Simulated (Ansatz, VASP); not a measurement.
Given: the input of a run of Ansatz 0.2.0 on Mg.

Contents of input.yaml:

```yaml
crystal:
  lattice:
    - [0.0, 2.198442002, 2.198442002]
    - [2.198442002, 0.0, 2.198442002]
    - [2.198442002, 2.198442002, 0.0]
  atoms:
    - { symbol: Mg, position: [0.0, 0.0, 0.0] }
kpoints:
  mp_grid: { grid: [10, 10, 10] }
scf:
  occupations: { method: gaussian, width: 0.15 }
hamiltonian:
  xc: rpbe
  dispersion: d3bj
  pseudopotentials: { kind: all_electron, lapw: { basis_error: 0.002 } }
output:
  forces: true
  stress: true
  eigenvalues: true
```

Potentials or basis: all-electron LAPW, scalar-relativistic.

Command:

```sh
$ ansatz run input.yaml --threads 1 --pin off --max-ram 2560MiB --backend cpu --events-out ev --progress --plain --runs-dir out
```

Question: Translate it to VASP 6.6.1. Potentials there: VASP PAW PBE potentials, release 64 (Mg).

Answer: As run (the cutoff follows the program's own potentials):

Contents of INCAR:

```
SYSTEM = Mg
PREC     = Accurate       ! precision mode
ENCUT    = 520            ! plane-wave cutoff, eV
EDIFF    = 1E-7           ! SCF threshold, eV
ISMEAR   = 0              ! smearing method
SIGMA    = 0.15           ! smearing width, eV
LREAL    = .FALSE.        ! projectors in reciprocal space
LASPH    = .TRUE.         ! aspherical terms in the spheres
NELM     = 100            ! most SCF steps
ALGO     = Normal         ! electronic algorithm
ISIF     = 2              ! what is computed and relaxed
LWAVE    = .FALSE.        ! write WAVECAR
LCHARG   = .FALSE.        ! write CHGCAR
GGA      = RP             ! functional
IVDW     = 12             ! dispersion correction
NBANDS   = 7              ! bands
```

Contents of KPOINTS:

```
Automatic mesh
0
G
  10 10 10
  0 0 0
```

The input POSCAR:

```
Mg
1.0
    0.0000000000      2.1984420020      2.1984420020
    2.1984420020      0.0000000000      2.1984420020
    2.1984420020      2.1984420020      0.0000000000
Mg
1
Direct
    0.0000000000      0.0000000000      0.0000000000
```

Potentials or basis: VASP PAW PBE potentials, release 64 (Mg).

Launch:

```console
$ cat potpaw_PBE.64/Mg/POTCAR > POTCAR
$ mpirun -np 1 vasp_std > vasp.out
```

Both were run:

|  | VASP | Ansatz | Ansatz less VASP |
| --- | --- | --- | --- |
| gap on the k mesh at the Fermi level (eV) | none | none | - |
| pressure (GPa) | -11.3 | -11.2 | +0.14 |

VASP's potentials were made for PBE, not for RPBE. A gap of «none» marks a metal or a gap that the smearing closes. Ansatz ran all-electron here, and VASP with PAW potentials.
